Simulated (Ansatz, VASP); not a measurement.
AlN in VASP and in Ansatz

File INCAR:

```
PREC = Accurate
ENCUT = 520
EDIFF = 1E-7
ISMEAR = 0
SIGMA = 0.028000000000000004
LREAL = F
LASPH = T
NELM = 80
ALGO = Normal
ISIF = 2
LWAVE = F
LCHARG = F
GGA = PE
NBANDS = 16
```

The input KPOINTS:

```
regular mesh
0
Gamma
  10 10 6
```

The input POSCAR:

```
AlN
1.0
    3.1130000000      0.0000000000      0.0000000000
   -1.5565000000      2.6959370820      0.0000000000
    0.0000000000      0.0000000000      4.9810000000
Al N
2 2
Direct
    0.6666666667      0.3333333333      0.5000000000
    0.3333333333      0.6666666667      0.0000000000
    0.6666666667      0.3333333333      0.8800000000
    0.3333333333      0.6666666667      0.3800000000
```

input.yaml

```yaml
crystal:
  lattice:
    - [3.113, 0.0, 0.0]
    - [-1.5565, 2.695937082, 0.0]
    - [0.0, 0.0, 4.981]
  atoms:
    - { symbol: Al, position: [0.6666666667, 0.3333333333, 0.5] }
    - { symbol: Al, position: [0.3333333333, 0.6666666667, 0.0] }
    - { symbol: "N", position: [0.6666666667, 0.3333333333, 0.88] }
    - { symbol: "N", position: [0.3333333333, 0.6666666667, 0.38] }
hamiltonian:
  xc: pbe
  pseudopotentials: { kind: paw }
kpoints:
  mp_grid: { grid: [10, 10, 6] }
scf:
  occupations: { method: gaussian, width: 0.028 }
output:
  forces: true
  stress: true
  eigenvalues: true
```

Alike in both runs: task single point; functional PBE; k mesh 10 × 10 × 6; occupations gaussian, width 0.028 eV; no spin polarisation.

|  | VASP | Ansatz |
| --- | --- | --- |
| version | VASP 6.6.1 | Ansatz 0.2.0 |
| potentials or method | VASP PAW PBE potentials, release 64 (Al, N) | Ansatz PAW |
| plane-wave cutoff (eV) | 520 | 420 |
| valence electrons in the cell | 16 | 16 |

Ansatz gave:

| Property | Result |
| --- | --- |
| gap on the k mesh at the Fermi level (eV) | 4.21 |
| least direct gap on the mesh (eV) | 4.21 |
| pressure (GPa) | 3.7 |
| traceless stress, the component that is largest in VASP (GPa) | 1.06 |
| rms of the force components (eV/Å) | 0.075 |

Problem. What did VASP give for the same quantities?

Solution. gap on the k mesh at the Fermi level (eV): 4.22; least direct gap on the mesh (eV): 4.22; pressure (GPa): 3.5; traceless stress, the component that is largest in VASP (GPa): 1.11; rms of the force components (eV/Å): 0.074.

Atom by atom the forces differ by 0.000 eV/Å (rms over components).
